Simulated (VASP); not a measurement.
A run of VASP 6.6.1:

File INCAR:

```
SYSTEM = MoSe
ALGO     = Normal         ! electronic algorithm
EDIFF    = 1E-6           ! SCF threshold, eV
ENCUT    = 500            ! plane-wave cutoff, eV
GGA      = PE             ! functional
GGA_COMPAT= .FALSE.      
ISIF     = 2              ! what is computed and relaxed
ISMEAR   = 0              ! smearing method
ISPIN    = 2              ! spin polarisation
LASPH    = .TRUE.         ! aspherical terms in the spheres
LCHARG   = .FALSE.        ! write CHGCAR
LDAU     = .TRUE.         ! DFT+U
LDAUJ    = 0 0          
LDAUL    = 2 -1           ! shell
LDAUPRINT= 1            
LDAUTYPE = 2            
LDAUU    = 4.38 0         ! U, eV
LMAXMIX  = 4              ! l up to which the mixer works
LORBIT   = 11             ! projections on sites
LREAL    = .FALSE.        ! projectors in reciprocal space
LWAVE    = .FALSE.        ! write WAVECAR
MAGMOM   = 2 -2 0 0       ! initial moments
NBANDS   = 32             ! bands
NELM     = 200            ! most SCF steps
PREC     = Accurate       ! precision mode
SIGMA    = 0.1            ! smearing width, eV
```

File KPOINTS:

```
k-points
0
G
  12 12 6
  0 0 0
```

The input POSCAR:

```
MoSe
1.0
    0.0000000000      2.8639245983      2.8639245983
    5.7278491966      2.8639245983      2.8639245983
    5.7278491966      5.7278491966      0.0000000000
Mo Se
2 2
Direct
    0.0000000000      0.0000000000      1.0000000000
    0.0000000000      0.0000000000      0.5000000000
    0.5000000000      0.5000000000      0.0000000000
    0.5000000000      0.5000000000      0.5000000000
```

Potentials or basis: VASP PAW PBE potentials, release 64 (Mo_sv, Se).

Launch:

```bash
$ cat potpaw_PBE.64/Mo_sv/POTCAR potpaw_PBE.64/Se/POTCAR > POTCAR
$ mpirun -np 1 vasp_std > vasp.out
```

Hardware: 1 thread of AMD EPYC 9R45 96-Core Processor (Zen 5), on a shared host.

How long does it take, and how much memory?

Wall time 10 min on 1 thread of AMD EPYC 9R45 96-Core Processor (Zen 5), on a shared host, peak memory 0.61 GiB. Counts: scf iterations 16, k points 100.
